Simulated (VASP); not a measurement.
**Si8C6N (a cell with a defect): single point with PBEsol**

Si8C6N (a cell with a defect):

```
CELL_PARAMETERS angstrom
-3.07600 -5.32779 0.00000
4.61400 -2.66389 0.00000
0.00000 0.00000 5.04800
ATOMIC_POSITIONS crystal
Si 0.49910 0.32332 0.00094
Si 0.54630 0.66025 0.49902
Si 0.24103 0.83152 0.01509
Si 0.24055 0.16765 0.50800
Si 0.00481 0.32718 0.00941
Si 0.97846 0.66702 0.52039
Si 0.74548 0.82219 0.98525
Si 0.75276 0.18356 0.51243
C 0.49865 0.31606 0.37552
C 0.49380 0.66155 0.88296
C 0.25032 0.15801 0.88029
C 0.00112 0.34504 0.38233
C 0.00251 0.65791 0.88899
C 0.75336 0.15977 0.88485
N 0.16721 0.86984 0.36425
```

| Quantity | Value |
| --- | --- |
| Program | VASP 6.6.1 |
| Task | single point |
| Functional | PBEsol |
| Potentials or basis | VASP PAW PBE potentials, release 64 (Si, C, N) |
| Cutoff | 520 eV |
| k mesh | 2 × 3 × 3 |
| Occupations | gaussian, width 0.02 eV |
| Spin | no spin polarisation |

| Property | Result |
| --- | --- |
| Largest force | 0.899 eV/Å |

Forces in eV/Å, atoms in the order of the input:
```
Si   0.092  0.040  0.036
Si   0.000 -0.196  0.146
Si   0.082  0.059 -0.026
Si  -0.043 -0.003 -0.015
Si   0.053  0.038 -0.039
Si   0.008  0.076 -0.127
Si   0.062  0.006 -0.007
Si   0.155  0.149  0.032
C    0.210  0.003  0.016
C    0.102  0.050  0.099
C    0.054  0.029 -0.033
C   -0.152  0.153 -0.030
C    0.041  0.027 -0.055
C    0.096  0.048  0.016
N   -0.759 -0.481 -0.014
```

Levels at points of the mesh, in eV from the Fermi level:
```
           k point  band 28  band 29  band 30  band 31  band 32  band 33
(0.00, 0.00, 0.00)    -1.77    -1.52    -0.25     0.82     1.07     2.10
(0.50, 0.00, 0.00)    -2.24    -1.82    -0.51     0.45     0.76     2.04
```

Run time: 37 s on 1 thread of Intel(R) Xeon(R) 6975P-C (Granite Rapids), with other jobs on the host, peak memory 0.28 GiB.

Caveat: the k points lie up to 0.51 Å⁻¹ apart; the cell carries a net charge on a neutralising background, which shifts energy and pressure; the cell is charged against a uniform background, so pressure and absolute levels hang on convention; the PAW data sets were made with another functional, which shifts forces and pressure a little.
